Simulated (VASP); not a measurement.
# Pd (Immm) in VASP: further runs, part 2 of 2

VASP 6.6.1.

### 5 Single point, PBE (strain +0.0875 x Voigt [0, 0, 0, 0, 1, 0])

Contents of INCAR:

```
SYSTEM = Pd
ALGO     = Fast           ! electronic algorithm
EDIFF    = 1E-6           ! SCF threshold, eV
ENCUT    = 520            ! plane-wave cutoff, eV
GGA      = PE             ! functional
ISIF     = 2              ! what is computed and relaxed
ISMEAR   = 0              ! smearing method
LASPH    = .TRUE.         ! aspherical terms in the spheres
LCHARG   = .FALSE.        ! write CHGCAR
LREAL    = .FALSE.        ! projectors in reciprocal space
LWAVE    = .FALSE.        ! write WAVECAR
NBANDS   = 11             ! bands
NELM     = 80             ! most SCF steps
PREC     = Accurate       ! precision mode
SIGMA    = 0.15           ! smearing width, eV
```

Contents of KPOINTS:

```
k-points
0
G
  20 20 20
  0 0 0
```

Contents of POSCAR:

```
Pd
1.0
    0.0850893750      1.9449000000      1.9449000000
    2.0299893750      0.0000000000      2.0299893750
    1.9449000000      1.9449000000      0.0850893750
Pd
1
Direct
    0.0000000000      0.0000000000      0.0000000000
```

Potentials or basis: VASP PAW PBE potentials, release 64 (Pd).

The run is started by

```console
$ cat potpaw_PBE.64/Pd/POTCAR > POTCAR
$ mpirun -np 1 vasp_std > vasp.out
```

OUTCAR:

```text
SYSTEM = Pd
   EDIFF = 1E-6
   ENCUT = 520
   GGA = PE
   ISIF = 2
   ISMEAR = 0
   LASPH = .TRUE.
   LREAL = .FALSE.
   NELM = 80
   PREC = Accurate

 ion  position               nearest neighbor table
   1  0.000  0.000  0.000-

  LATTYP: Found a body centered orthorhombic cell.
 ALAT       =     2.6301694093
 B/A-ratio  =     1.0915032680
 C/A-ratio  =     1.4789161437

  Lattice vectors:

 A1 = (   0.0850893750,  -1.9449000000,   1.9449000000)
 A2 = (  -0.0850893750,  -1.9449000000,  -1.9449000000)
 A3 = (   1.9449000000,   1.9449000000,   0.0850893750)

Analysis of symmetry for initial positions (statically):
=====================================================================
 Subroutine PRICEL returns:
 Original cell was already a primitive cell.

 Routine SETGRP: Setting up the symmetry group for a
 body centered orthorhombic supercell.

 Subroutine GETGRP returns: Found  8 space group operations
 (whereof  8 operations were pure point group operations)
 out of a pool of  8 trial point group operations.

The static configuration has the point symmetry D_2h.

Analysis of symmetry for dynamics (positions and initial velocities):
=====================================================================
 Subroutine PRICEL returns:
 Original cell was already a primitive cell.

 Routine SETGRP: Setting up the symmetry group for a
 body centered orthorhombic supercell.

 Subroutine GETGRP returns: Found  8 space group operations
 (whereof  8 operations were pure point group operations)
 out of a pool of  8 trial point group operations.

The dynamic configuration has the point symmetry D_2h.

 Subroutine INISYM returns: Found  8 space group operations
 (whereof  8 operations are pure point group operations),
 and found     1 'primitive' translations

----------------------------------------------------------------------------------------

                                     Primitive cell
[... 109 lines left out ...]
     AMIX_MAG =   1.60;   BMIX_MAG =  1.00
  volume/ion in A,a.u.               =      14.69        99.10
  Fermi-wavevector in a.u.,A,eV,Ry     =   1.440273  2.721722 28.223751  2.074387
  Thomas-Fermi vector in A             =   2.559036
   LORBIT       =      0    0 simple, 1 ext, 2 COOP (PROOUT), +10 PAW based schemes
   GGA     = PE    functional components
   LHFCALC =     F    Hartree Fock is set to
   AEXX    =    0.0000 exact exchange contribution
   IVDW    =     0    specifies the selected vdW correction
   LEPSILON=     F    determine dielectric tensor
   LRPA    =     F    only Hartree local field effects (RPA)
 non-spin polarized calculation
 RMM-DIIS sequential band-by-band and
 Gauss-broadening in eV      SIGMA  =   0.15
  energy-cutoff  :      520.00
  volume of cell :       14.69
 maximum number of plane-waves:       410
   NGX = 11   NGY = 11   NGZ = 11

 number of electron      10.0000000 magnetization

 Free energy of the ion-electron system (eV)
  ---------------------------------------------------
  ext. energy  EPLUGINS =         0.00000000
  ---------------------------------------------------
  free energy    TOTEN  =        -5.18477466 eV

  energy without entropy =       -5.16139977  energy(sigma->0) =       -5.17308722

 E-fermi :   9.8616     XC(G=0): -13.2079

 val. band max:        9.8614469682   @ k =   0.4500  -0.3000   0.0500
 cond. band min:       9.8619994374   @ k =  -0.3000   0.5000   0.1000
 fundamental gap:      0.0005524692
 Fermi energy:         9.8616057000

 k-point     1 :       0.0000    0.0000    0.0000
  band No.  band energies     occupation
      1       2.6879      2.00000
      2       6.6143      2.00000
      3       6.7880      2.00000
      4       7.4222      2.00000
      5       8.6675      2.00000
      6       8.7204      2.00000
      7      26.9059      0.00000
      8      30.4691      0.00000
      9      32.0312      0.00000
     10      33.3971      0.00000
     11      36.8795      0.00000
[... 309 lines left out ...]
 k-point    24 :      -0.4000    0.0500    0.0000
  band No.  band energies     occupation
      1       4.6538      2.00000
      2       6.6062      2.00000
      3       7.3600      2.00000
      4       9.1860      2.00000
      5       9.6634      1.93840
      6      10.7087      0.00000
      7      19.3724      0.00000
      8      26.3262      0.00000
      9      29.6081      0.00000
     10      31.6833      0.00000
     11      36.4266      0.00000

 [... further k-points ...]
[... 5 lines left out ...]
  --------------------------------------------------------------------------------------
  -------------------------------------------------------------------------------------
  Total        0.9178610      0.6221606      0.9178610      0.0000000      0.0000000     -0.7237760
  in kB      100.1377281     67.8771027    100.1377281      0.0000000      0.0000000    -78.9632498
  external PRESSURE =      89.3841863 kB  Pullay stress =       0.0000000 kB

 VOLUME and BASIS-vectors are now :
 -----------------------------------------------------------------------------
  energy-cutoff  :      520.00
  volume of cell :       14.69
      direct lattice vectors                 reciprocal lattice vectors
     0.085089375  1.944900000  1.944900000    -0.268844577  0.257082626  0.268844577
     2.029989375  0.000000000  2.029989375     0.246306708 -0.257082626  0.246306708
     1.944900000  1.944900000  0.085089375     0.268844577  0.257082626 -0.268844577

 POSITION                                       TOTAL-FORCE (eV/Angst)
 -----------------------------------------------------------------------------------
      0.00000      0.00000      0.00000        -0.000000      0.000000      0.000000
 -----------------------------------------------------------------------------------
    total drift:                               -0.000000     -0.000000     -0.000000

  FREE ENERGIE OF THE ION-ELECTRON SYSTEM (eV)
  ---------------------------------------------------
  free  energy   TOTEN  =        -5.1847746574 eV

  energy  without entropy=       -5.1613997733  energy(sigma->0) =       -5.17308722
```

Run time: 98 s. Hardware: 1 thread of AMD EPYC 9R45 (Zen 5), shared host; peak memory 0.26 GiB.

Results:

```yaml
Free_energy: -5.1848 eV
Pressure: 8.9 GPa
Band_gap_on_the_k_mesh: zero (band 5 reaches 10.26 eV, above the bottom of band 6 at 8.50 eV)
```

Stress tensor (GPa, compression positive):
```
10.01  0.00 -7.90
 0.00  6.79  0.00
-7.90  0.00 10.01
```

Caveat: the cell differs from its parent crystal (strain +0.0875 x Voigt [0, 0, 0, 0, 1, 0]).

### 6 Single point, PBE (strain +0.0625 x Voigt [0, 0, 0, 0, 1, 0])

Contents of INCAR:

```
ALGO     = Fast           # electronic algorithm
EDIFF    = 1E-6           # SCF threshold, eV
ENCUT    = 520            # plane-wave cutoff, eV
GGA      = PE             # functional
ISIF     = 2              # what is computed and relaxed
ISMEAR   = 0              # smearing method
LASPH    = T              # aspherical terms in the spheres
LCHARG   = F              # write CHGCAR
LREAL    = F              # projectors in reciprocal space
LWAVE    = F              # write WAVECAR
NBANDS   = 11             # bands
NELM     = 100            # most SCF steps
PREC     = Accurate       # precision mode
SIGMA    = 0.15           # smearing width, eV
```

Contents of KPOINTS:

```
k-points
0
Gamma
  20 20 20
```

Contents of POSCAR:

```
Pd
1.0
    0.0607781250      1.9449000000      1.9449000000
    2.0056781250      0.0000000000      2.0056781250
    1.9449000000      1.9449000000      0.0607781250
Pd
1
Direct
    0.0000000000      0.0000000000      0.0000000000
```

Potentials or basis: VASP PAW PBE potentials, release 64 (Pd).

The run is started by

```console
$ cat potpaw_PBE.64/Pd/POTCAR > POTCAR
$ mpirun -np 1 vasp_std > vasp.out
```

It took 99 s on 1 thread of AMD EPYC 9R45 (Zen 5), shared host; peak memory 0.26 GiB.

It converged, with:

* Free energy: -5.2008 eV
* Pressure: 8.2 GPa
* Band gap on the k mesh: zero (band 5 reaches 10.19 eV, above the bottom of band 6 at 8.50 eV)

Stress tensor (GPa, compression positive):
```
 8.72  0.00 -5.36
 0.00  7.04  0.00
-5.36  0.00  8.72
```

Levels at points of the mesh, in eV from the Fermi level:
```csv
k point,band 3,band 4,band 5,band 6,band 7,band 8
"(0.00, 0.00, 0.00)",-2.97,-2.56,-1.21,-1.18,17.12,20.99
"(0.50, 0.00, 0.00)",-2.66,-0.10,0.13,1.31,7.83,16.28
"(0.00, 0.50, 0.00)",-2.59,-0.21,0.05,0.75,6.91,16.82
"(0.50, 0.50, 0.00)",-0.13,0.27,0.35,3.38,10.84,13.24
"(0.50, 0.00, 0.50)",-0.04,0.26,0.33,3.35,10.80,12.07
```

Caveat: the cell differs from its parent crystal (strain +0.0625 x Voigt [0, 0, 0, 0, 1, 0]).

### 7 Summary

```csv
cell,further INCAR settings,gap on the mesh (eV),pressure (GPa)
"a = 2.751, b = 2.854 Å, angles 58.8, 57.5, 58.8°, 1 atom",ALGO = Fast; EDIFF = 1e-07; NBANDS = 11,none,8.5
"a = 2.751, b = 2.682 Å, angles 60.8, 61.7, 60.8°, 1 atom",ALGO = Fast; EDIFF = 1e-07; NBANDS = 11,none,7.9
"a = 2.751, b = 2.785 Å, angles 59.6, 59.2, 59.6°, 1 atom",ALGO = Fast; EDIFF = 1e-06; NBANDS = 11,none,7.5
"a = 2.752, b = 2.871 Å, angles 58.6, 57.1, 58.6°, 1 atom",ALGO = Fast; EDIFF = 1e-06; NBANDS = 11,none,8.9
"a = 2.751, b = 2.836 Å, angles 59.0, 57.9, 59.0°, 1 atom",ALGO = Fast; EDIFF = 1e-06; NBANDS = 11,none,8.2
```

Alike in all rows: task single point; level PBE; potentials or basis VASP PAW PBE potentials, release 64 (Pd); no spin polarisation; k mesh 20 × 20 × 20; cutoff (eV) 520; smearing gaussian 0.15 eV.

Absolute energies hang on the potentials; compare differences alone.
